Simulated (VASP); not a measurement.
Write the native input for VASP 6.6.1 that does the following.

| Quantity | Value |
| --- | --- |
| Task | relaxation of cell and atoms |
| Functional | BLYP |
| Potentials or basis | VASP PAW PBE potentials, release 64 (Ga_d) |
| Cutoff | 600 eV |
| k mesh | 13 × 13 × 13 |
| Occupations | fermi-dirac, width 0.1 eV |
| Spin | no spin polarisation |
| Dipole correction | no |
| Further INCAR settings | ALGO = Normal; EDIFF = 1e-06; IBRION = 2; EDIFFG = -0.01; NSW = 80; ISIF = 3 |

The structure of Ga lies in POSCAR:

```
Ga
1.0
    0.0000000000      2.1397919757      2.1397919757
    2.1397919757      0.0000000000      2.1397919757
    2.1397919757      2.1397919757      0.0000000000
Ga
1
Direct
    0.0000000000      0.0000000000      0.0000000000
```

This isn't the form of Ga at room conditions, which is orthorhombic.

One way to write it, as run:

INCAR

```
PREC = Accurate ; ENCUT = 600
EDIFF = 1E-6 ; ISMEAR = -1
SIGMA = 0.1 ; LREAL = F
LASPH = T ; NELM = 80
ALGO = Normal ; ISIF = 3
LWAVE = F ; LCHARG = F
GGA = B5 ; ALDAX = 1.0
AGGAX = 1.0 ; AGGAC = 1.0
ALDAC = 0.0 ; IBRION = 2
NSW = 80 ; EDIFFG = -0.01
```

KPOINTS

```
Automatic mesh
0
Gamma
  13 13 13
```

Potentials or basis: VASP PAW PBE potentials, release 64 (Ga_d).

Command:

```sh
$ cat potpaw_PBE.64/Ga_d/POTCAR > POTCAR
$ mpirun -np 1 vasp_std > vasp.out
```

It gave:

| Item | Value |
| --- | --- |
| Relaxed volume | 21.60 Å³/atom |
| Relaxed cell | a = 3.126 Å, b = 3.126 Å, c = 3.126 Å, α = 60.00°, β = 60.00°, γ = 60.00° |
| Space group after relaxing (to 0.1 Å) | Fm-3m (No. 225) |
| Energy gained by relaxing | 21.6 meV/atom |
| Ionic steps | 8 |
| Pressure after relaxing | 0.0 GPa |
| Band gap on the k mesh | zero (an odd number of electrons rules out a gap without spin polarisation) |

Caveat: the PAW data sets were made with another functional, which shifts forces and pressure a little.

Wall time 61 s on 1 thread of Intel Xeon 6455B, on a shared host, peak memory 0.16 GiB.
